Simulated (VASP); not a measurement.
Wanted: the native input for a VASP 6.6.1 run.

```yaml
Task: single point
Functional: r2SCAN
Potentials_or_basis: VASP PAW PBE potentials, release 64 (Rb_sv)
Cutoff: 520 eV
k_mesh: 10 × 10 × 6
Occupations: gaussian, width 0.05 eV
Spin: no spin polarisation
Dipole_correction: no
Further_INCAR_settings: ALGO = Normal; EDIFF = 1e-06; NBANDS = 16
```

Crystal: Rb.

```
Rb
1.0
     4.98641    0.00000    0.00000
    -2.49320    4.31836    0.00000
     0.00000    0.00000    8.14447
Rb
2
Direct
  0.33333 0.66667 0.75000
  0.66667 0.33333 0.25000
```

This isn't the form of Rb at room conditions, which is bcc.

The input as run:

POSCAR

```
Rb
1.0
    4.9864081956      0.0000000000      0.0000000000
   -2.4932040978      4.3183561710      0.0000000000
    0.0000000000      0.0000000000      8.1444667194
Rb
2
Direct
    0.3333333333      0.6666666667      0.7500000000
    0.6666666667      0.3333333333      0.2500000000
```

INCAR.step1

```
PREC = Accurate ; ENCUT = 520
ISMEAR = 0 ; SIGMA = 0.05
LREAL = False ; LASPH = True
NELM = 100 ; NBANDS = 16
GGA = PE ; ALGO = Normal
EDIFF = 1E-4 ; LWAVE = True
LCHARG = False
```

INCAR.step2

```
PREC = Accurate ; ENCUT = 520
EDIFF = 1E-6 ; ISMEAR = 0
SIGMA = 0.05 ; LREAL = False
LASPH = True ; NELM = 100
ALGO = Normal ; ISIF = 2
LWAVE = False ; LCHARG = True
METAGGA = R2SCAN ; LMIXTAU = True
LELF = True ; LVHAR = True
NBANDS = 16 ; ISTART = 1
```

KPOINTS

```
Automatic mesh
0
Gamma
  10 10 6
```

Potentials or basis: VASP PAW PBE potentials, release 64 (Rb_sv).

The run is started by

```console
$ cat potpaw_PBE.64/Rb_sv/POTCAR > POTCAR
$ cp INCAR.step1 INCAR
$ mpirun -np 1 vasp_std > vasp.out
$ cp INCAR.step2 INCAR
$ mpirun -np 1 vasp_std > vasp.out
```

Results of the run:

- Pressure: 0.3 GPa
- Band gap on the k mesh: zero (bands 9 and 10 overlap by 2.24 eV)

Caveat: the PAW data sets were made with another functional, which shifts forces and pressure a little.

It took 12 min on 1 thread of Intel(R) Xeon(R) Platinum 8375C CPU @ 2.90GHz (Ice Lake), on a shared host, peak memory 0.41 GiB.
